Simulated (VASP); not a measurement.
# Zn16Si7Ge9P32 (P1) in VASP: further runs, part 2 of 2

VASP 6.6.1. The steps go on from the part before.

## 3. Single point, PBEsol

Input file INCAR:

```
  PREC = Accurate
  ENCUT = 550
  EDIFF = 1E-6
  ISMEAR = -1
  SIGMA = 0.05
  LREAL = Auto
  LASPH = T
  NELM = 120
  ALGO = Normal
  ISIF = 2
  LWAVE = F
  LCHARG = F
  GGA = PS
  ISYM = -1
  NBANDS = 291
  GGA_COMPAT = F
```

Input file KPOINTS:

```
explicit points
1
Reciprocal
  0.25000000   0.25000000   0.25000000 1
```

Input file POSCAR:

```
Zn16Si7Ge9P32
1.0
   10.7865300809     -0.0000730113     -0.0000229938
   -0.0000730099     10.7867360838     -0.0000229938
   -0.0000230030     -0.0000230035     10.5898336863
Zn Ge Si P
16 9 7 32
Direct
    0.9993820000      0.0016940000      0.9994730000
    0.0007470000      0.4986770000      0.0026650000
    0.4989270000      0.9992560000      0.9992220000
    0.4981400000      0.5000390000      0.0027610000
    0.0000920000      0.2510960000      0.2479590000
    0.9997820000      0.7471650000      0.2497430000
    0.5000300000      0.2504990000      0.2480170000
    0.4982180000      0.7478990000      0.2494210000
    0.2504370000      0.9989170000      0.7540230000
    0.2503360000      0.4991640000      0.7537580000
    0.7505630000      0.9999460000      0.7527390000
    0.7496880000      0.4982550000      0.7514220000
    0.2481460000      0.2500850000      0.5009440000
    0.2503120000      0.7497030000      0.5000490000
    0.7500150000      0.2514150000      0.5009510000
    0.7483350000      0.7486170000      0.5007270000
    0.0007550000      0.0014690000      0.5017550000
    0.0011660000      0.4995530000      0.4993630000
    0.5010420000      0.9998000000      0.5016790000
    0.4999300000      0.5011580000      0.4992750000
    0.2505100000      0.0003490000      0.2485910000
    0.7507510000      0.0013410000      0.2494250000
    0.7500040000      0.7486490000      0.0002260000
    0.0013680000      0.7500360000      0.7513450000
    0.5002620000      0.2514360000      0.7525440000
    0.2498540000      0.4993910000      0.2479330000
    0.7494570000      0.4987350000      0.2494930000
    0.2487290000      0.2505000000      0.9999200000
    0.2511980000      0.7490450000      0.0005090000
    0.7504720000      0.2513810000      0.0003200000
    0.0001290000      0.2506820000      0.7523960000
    0.4988680000      0.7500280000      0.7512080000
    0.1284350000      0.1277140000      0.1212890000
    0.1326460000      0.6243550000      0.1245740000
    0.6286930000      0.1268890000      0.1200020000
    0.6287370000      0.6216440000      0.1287210000
    0.1214820000      0.1273300000      0.6314440000
    0.1248090000      0.6240620000      0.6259170000
    0.6243510000      0.1255570000      0.6269580000
    0.6199960000      0.6267770000      0.6299560000
    0.3663510000      0.3738850000      0.1242140000
    0.3711680000      0.8713970000      0.1214670000
    0.8672200000      0.3748450000      0.1252180000
    0.8743890000      0.8747360000      0.1244940000
    0.3750490000      0.1238640000      0.3756590000
    0.3704710000      0.6196630000      0.3708180000
    0.8756460000      0.1252790000      0.3753250000
    0.8706850000      0.6190890000      0.3721130000
    0.1274410000      0.3785790000      0.3703250000
    0.1243110000      0.8760670000      0.3746580000
    0.6270440000      0.3785860000      0.3719180000
    0.6238410000      0.8753350000      0.3734550000
    0.1241660000      0.3680290000      0.8764510000
    0.1274450000      0.8702620000      0.8806310000
    0.6267910000      0.3723380000      0.8805380000
    0.6216920000      0.8697740000      0.8722960000
    0.3759290000      0.3751240000      0.6252380000
    0.3782610000      0.8721230000      0.6285050000
    0.8801640000      0.3722170000      0.6283290000
    0.8757330000      0.8742790000      0.6253640000
    0.3720710000      0.1299660000      0.8791580000
    0.3753960000      0.6314870000      0.8762150000
    0.8744140000      0.1331600000      0.8757800000
    0.8758350000      0.6242160000      0.8753290000
```

Potentials or basis: VASP PAW PBE potentials, release 64 (Zn, Ge_d, Si, P).

Command:

```sh
$ cat potpaw_PBE.64/Zn/POTCAR potpaw_PBE.64/Ge_d/POTCAR potpaw_PBE.64/Si/POTCAR potpaw_PBE.64/P/POTCAR > POTCAR
$ mpirun -np 1 vasp_std > vasp.out
```

Run time: 17 min. Hardware: 1 thread of Intel Xeon Platinum 8488C (Sapphire Rapids), shared host; peak memory 1.3 GiB.

Results (log left out):

```
Free energy            : -310.6118 eV
Pressure               : 0.1 GPa
Largest force          : 0.034 eV/Å
Band gap on the k mesh : 1.66 eV
```

Forces in eV/Å, atoms in the order of the input:
```
Zn  -0.003  0.001 -0.001
Zn   0.003  0.001  0.000
Zn   0.000 -0.002  0.001
Zn  -0.002  0.001  0.000
Zn   0.001  0.002  0.001
Zn  -0.004 -0.001  0.002
Zn   0.001  0.000  0.003
Zn  -0.002  0.001  0.001
Zn   0.002 -0.003 -0.001
Zn   0.002 -0.001 -0.001
Zn   0.002  0.000 -0.001
Zn   0.001 -0.002 -0.004
Zn  -0.001  0.000  0.001
Zn   0.002  0.000  0.002
Zn   0.002  0.004  0.001
Zn   0.001  0.000  0.000
Ge  -0.001 -0.002  0.001
Ge   0.003  0.001  0.002
Ge  -0.001 -0.001  0.000
Ge   0.002  0.002 -0.001
Ge  -0.002  0.000  0.000
Ge   0.000  0.000  0.001
Ge  -0.001  0.003  0.003
Ge  -0.002 -0.001 -0.001
Ge   0.002 -0.004 -0.005
Si   0.001 -0.003 -0.001
Si   0.001 -0.003 -0.003
Si  -0.002  0.001 -0.002
Si   0.001 -0.002  0.000
Si   0.001  0.003  0.002
Si   0.000 -0.001  0.000
Si   0.003 -0.002  0.001
P    0.021 -0.007  0.009
P    0.015  0.002 -0.002
P    0.026 -0.010  0.008
P    0.022  0.007 -0.009
P   -0.023 -0.009 -0.008
P   -0.027  0.000 -0.003
P   -0.032  0.004  0.000
P   -0.024 -0.008 -0.007
P   -0.019  0.003  0.001
P   -0.018  0.008  0.007
P   -0.019 -0.003  0.003
P   -0.028 -0.003 -0.003
P    0.002 -0.031  0.000
P    0.005 -0.021  0.014
P   -0.001 -0.030  0.000
P    0.006 -0.020  0.007
P   -0.009  0.022  0.008
P    0.001  0.034 -0.001
P   -0.009  0.020  0.007
P    0.002  0.032  0.002
P    0.000 -0.020  0.002
P   -0.009 -0.025 -0.008
P   -0.007 -0.023 -0.007
P    0.008 -0.022  0.009
P    0.028  0.000  0.001
P    0.021  0.006 -0.008
P    0.021  0.008 -0.009
P    0.029 -0.001  0.000
P    0.008  0.027 -0.008
P   -0.002  0.020 -0.001
P    0.000  0.017 -0.002
P    0.002  0.032 -0.004
```

Stress tensor (GPa, compression positive):
```
 0.09 -0.74 -0.76
-0.74  0.09 -0.76
-0.76 -0.76  0.09
```

Levels at points of the mesh, in eV from the valence-band top:
```csv
k point,band 249,band 250,band 251,band 252,band 253,band 254,band 255,band 256,band 257,band 258
"(0.25, 0.25, 0.25)",-0.37,-0.36,-0.33,-0.09,0.00,1.66,1.73,1.79,1.83,2.01
```

Caveat: the PAW data sets were made with another functional, which shifts forces and pressure a little; a shifted mesh leaves out Γ, where band edges can lie.

## 4. Single point, HSE06

POSCAR, as its differences from that of step 3:

```diff
@@ -2,5 +2,5 @@
 1.0
-   10.7865300809     -0.0000730113     -0.0000229938
-   -0.0000730099     10.7867360838     -0.0000229938
-   -0.0000230030     -0.0000230035     10.5898336863
+   10.7865300000     -0.0000730000     -0.0000230000
+   -0.0000730000     10.7867360000     -0.0000230000
+   -0.0000230000     -0.0000230000     10.5898340000
 Zn Ge Si P
```

Input file INCAR.step1:

```
  ALGO = Normal
  EDIFF = 1E-5
  ENCUT = 520
  GGA = PE
  ISIF = 2
  ISMEAR = -1
  LASPH = True
  LCHARG = False
  LREAL = Auto
  LUSENCCL = False
  LWAVE = True
  NBANDS = 291
  NELM = 80
  PREC = Accurate
  SIGMA = 0.05
```

Input file INCAR.step2:

```
  ALGO = Normal
  EDIFF = 1E-7
  ENCUT = 520
  GGA = PE
  HFSCREEN = 0.2079
  ISIF = 2
  ISMEAR = -1
  ISTART = 1
  LASPH = True
  LCHARG = False
  LHFCALC = True
  LREAL = Auto
  LUSENCCL = False
  LWAVE = False
  NBANDS = 291
  NELM = 80
  PREC = Accurate
  PRECFOCK = Fast
  SIGMA = 0.05
```

Input file KPOINTS:

```
k-points
0
Gamma
  1 1 1
```

Command:

```sh
$ cat potpaw_PBE.64/Zn/POTCAR potpaw_PBE.64/Ge_d/POTCAR potpaw_PBE.64/Si/POTCAR potpaw_PBE.64/P/POTCAR > POTCAR
$ cp INCAR.step1 INCAR
$ mpirun -np 1 vasp_gam > vasp.out
$ cp INCAR.step2 INCAR
$ mpirun -np 1 vasp_gam > vasp.out
```

Wall time 10 min (1 × NVIDIA H100 80GB with 1 thread of AMD EPYC 7R13 (Zen 3), shared host); peak memory 1.8 GiB.

It converged, with:

| Quantity | Value |
| --- | --- |
| Free energy | -334.3590 eV |
| Pressure | 2.0 GPa |
| Largest force | 0.576 eV/Å |
| Band gap on the k mesh | 1.99 eV |

Forces in eV/Å, atoms in the order of the input:
```
Zn   0.004  0.011 -0.038
Zn   0.014 -0.016 -0.023
Zn   0.002 -0.013 -0.036
Zn  -0.005 -0.016 -0.014
Zn  -0.006  0.010 -0.043
Zn  -0.017 -0.018 -0.026
Zn  -0.007  0.003 -0.045
Zn  -0.029 -0.007 -0.037
Zn  -0.002  0.007 -0.028
Zn  -0.008  0.002 -0.010
Zn  -0.006  0.006 -0.016
Zn   0.001 -0.007 -0.038
Zn  -0.006 -0.007 -0.026
Zn   0.008 -0.019 -0.029
Zn   0.005 -0.004 -0.019
Zn   0.000 -0.021 -0.044
Ge  -0.081 -0.060 -0.007
Ge  -0.082 -0.082 -0.030
Ge  -0.076 -0.080 -0.030
Ge  -0.100 -0.058 -0.017
Ge  -0.079 -0.085 -0.039
Ge  -0.081 -0.074 -0.026
Ge  -0.081 -0.077 -0.031
Ge  -0.055 -0.088 -0.002
Ge  -0.055 -0.075 -0.004
Si  -0.064 -0.081 -0.017
Si  -0.064 -0.066 -0.028
Si  -0.070 -0.057 -0.003
Si  -0.056 -0.057 -0.012
Si  -0.072 -0.054  0.003
Si  -0.055 -0.060 -0.002
Si  -0.059 -0.063 -0.012
P    0.553  0.050  0.007
P    0.532  0.027  0.009
P    0.571  0.065  0.016
P    0.542  0.001  0.051
P   -0.488  0.031 -0.010
P   -0.446  0.051 -0.001
P   -0.449  0.037  0.003
P   -0.494  0.044 -0.010
P   -0.473  0.052  0.026
P   -0.450  0.043  0.033
P   -0.494  0.025  0.032
P   -0.452  0.029 -0.008
P    0.037 -0.452 -0.002
P    0.061 -0.432  0.036
P    0.017 -0.466  0.000
P    0.063 -0.419  0.026
P    0.065  0.538  0.007
P    0.052  0.546  0.045
P    0.053  0.521  0.007
P    0.067  0.569  0.064
P    0.046 -0.476  0.018
P    0.026 -0.507 -0.003
P    0.035 -0.497 -0.016
P    0.058 -0.447  0.035
P    0.523  0.043  0.055
P    0.526  0.004  0.063
P    0.526  0.004  0.061
P    0.540  0.050  0.058
P   -0.010  0.542  0.050
P    0.002  0.537  0.012
P    0.008  0.535  0.012
P    0.035  0.562  0.056
```

Stress tensor (GPa, compression positive):
```
2.18 0.09 0.09
0.09 2.18 0.09
0.09 0.09 1.75
```

Levels at points of the mesh, in eV from the valence-band top:
```csv
k point,band 251,band 252,band 253,band 254,band 255,band 256
"(0.00, 0.00, 0.00)",-0.10,-0.09,0.00,1.99,2.07,2.12
```

Caveat: the k points lie up to 0.59 Å⁻¹ apart; the PAW data sets were made with another functional, which shifts forces and pressure a little. A k mesh can miss the band edges.

## 5. The runs side by side

```csv
level,cell,k mesh,cutoff (eV),grid for exact exchange (PRECFOCK),share of exact exchange,screening parameter,gap on the mesh (eV),pressure (GPa),largest force (eV/Å)
PBEsol,"a = 10.785, b = 10.785, c = 10.593 Å, 64 atoms, atomic positions A","1 × 1 × 1, shifted",550,-,-,-,1.69,0.3,1.38
PBEsol,"a = 10.787, b = 10.787, c = 10.590 Å, 64 atoms, atomic positions B","1 × 1 × 1, shifted",550,-,-,-,1.66,0.1,0.03
HSE06,"a = 10.787, b = 10.787, c = 10.590 Å, 64 atoms, atomic positions B",1 × 1 × 1,520,Fast,0.25,0.2079 1/Å,1.99,2.0,0.58
```

Alike in all rows: task single point; potentials or basis VASP PAW PBE potentials, release 64 (Zn, Ge_d, Si, P); no spin polarisation; smearing fermi-dirac 0.05 eV.

Caveats: some runs use coarse meshes; the PAW data sets were made with another functional, which shifts forces and pressure a little; a shifted mesh leaves out Γ, where band edges can lie (at least some runs).

Absolute energies hang on the potentials; compare differences alone.
